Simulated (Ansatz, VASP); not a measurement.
AlN in VASP and in Ansatz

File INCAR:

```
PREC = Accurate ; ENCUT = 600
EDIFF = 1E-7 ; ISMEAR = 0
SIGMA = 0.01 ; LREAL = F
LASPH = T ; NELM = 120
ALGO = Normal ; ISIF = 3
LWAVE = F ; LCHARG = F
GGA = PE ; IBRION = 2
NSW = 80 ; EDIFFG = -0.01
GGA_COMPAT = F ; NELMIN = 4
```

KPOINTS

```
regular mesh
0
Gamma
  4 4 3
```

Contents of POSCAR:

```
AlN
1.0
    1.5861601647     -2.7067563025      0.0361435456
    1.6215740500      2.7272025187     -0.0085093536
    0.0433635688     -0.0404545412      5.2117238466
Al N
2 2
Direct
    0.3228203543      0.6597441995      0.0028740391
    0.6732073133      0.3346062941      0.4947820283
    0.3347667556      0.6692767252      0.3722055356
    0.6728021081      0.3398413501      0.8755757366
```

Input for Ansatz:

```yaml
crystal:
  lattice:
    - [1.5861601647, -2.7067563025, 0.0361435456]
    - [1.62157405, 2.7272025187, -0.0085093536]
    - [0.0433635688, -0.0404545412, 5.2117238466]
  atoms:
    - { symbol: Al, position: [0.32282035426, 0.659744199518, 0.002874039069] }
    - { symbol: Al, position: [0.673207313298, 0.334606294118, 0.494782028255] }
    - { symbol: "N", position: [0.33476675564, 0.669276725171, 0.372205535614] }
    - { symbol: "N", position: [0.672802108065, 0.339841350071, 0.875575736584] }
kpoints:
  mp_grid: { grid: [4, 4, 3], shift: [0, 0, 0] }
hamiltonian:
  xc: pbe
  dispersion: none
  pseudopotentials: { kind: paw }
magnetization:
  spin_polarized: false
scf:
  occupations: { method: fixed }
relax:
  cell: {}
```

Alike in both runs: task relaxation of cell and atoms; functional PBE; k mesh 4 × 4 × 3; no spin polarisation.

```csv
,VASP,Ansatz
version,VASP 6.6.1,Ansatz 0.2 development build
potentials or method,"VASP PAW PBE potentials, release 64 (Al, N)","PAW hard, scalar-relativistic"
plane-wave cutoff (eV),600,900
occupations,"gaussian, width 0.01 eV",fixed
```

Ansatz gave:

| Property | Result |
| --- | --- |
| relaxed volume (Å³/atom) | 10.64 |
| relaxed cell length with the largest relative difference (Å) | 5.011 |

Which values does VASP return?

Relaxed volume (Å³/atom): 10.62; relaxed cell length with the largest relative difference (Å): 5.007.

Ansatz's warnings: cutoff auto derived.

The k mesh is coarse, so the values compare programs but aren't converged.
